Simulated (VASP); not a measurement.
A run of VASP 6.6.1 is set up as follows.

Contents of INCAR:

```
PREC     = Accurate       # precision mode
ENCUT    = 500            # plane-wave cutoff, eV
EDIFF    = 1E-7           # SCF threshold, eV
ISMEAR   = 0              # smearing method
SIGMA    = 0.1            # smearing width, eV
LREAL    = F              # projectors in reciprocal space
LASPH    = T              # aspherical terms in the spheres
NELM     = 120            # most SCF steps
ALGO     = Normal         # electronic algorithm
ISIF     = 3              # what is computed and relaxed
LWAVE    = F              # write WAVECAR
LCHARG   = F              # write CHGCAR
GGA      = PE             # functional
IBRION   = 2              # ionic algorithm
NSW      = 100            # ionic steps
EDIFFG   = -0.01          # ionic threshold
GGA_COMPAT= F            
NELMIN   = 4
```

KPOINTS

```
regular mesh
0
Gamma
  10 10 6
```

POSCAR

```
ZrH2
1.0
    3.6955728524      0.0000000000      0.0000000000
    0.0000000000      3.6955728524      0.0000000000
    0.0000000000      0.0000000000      6.4595534493
Zr H
2 4
Direct
    0.5000000000      0.5000000000      0.2500000000
    0.5000000000      0.5000000000      0.7500000000
    0.7773924109      0.5000000000      0.5000000000
    0.2226075891      0.5000000000      0.5000000000
    0.5000000000      0.7773924109      0.0000000000
    0.5000000000      0.2226075891      0.0000000000
```

Potentials or basis: VASP PAW PBE potentials, release 64 (Zr_sv, H).

The run is started by

```console
$ cat potpaw_PBE.64/Zr_sv/POTCAR potpaw_PBE.64/H/POTCAR > POTCAR
$ mpirun -np 1 vasp_std > vasp.out
```

Question: Predict the relaxed volume.

Answer: 14.72 Å³/atom.

Question: What does it give for the space group after relaxing (to 0.1 Å)?

Answer: P4_2/mmc (No. 131).

Question: Predict the relaxed cell.

Answer: a = 3.701 Å, b = 3.701 Å, c = 6.448 Å, α = 90.00°, β = 90.00°, γ = 90.00°.

Forces on the atoms (eV/Å):
```
Zr   0.000  0.000  0.000
Zr   0.000  0.000  0.000
H    0.007  0.000  0.000
H   -0.007  0.000  0.000
H    0.000  0.007  0.000
H    0.000 -0.007  0.000
```
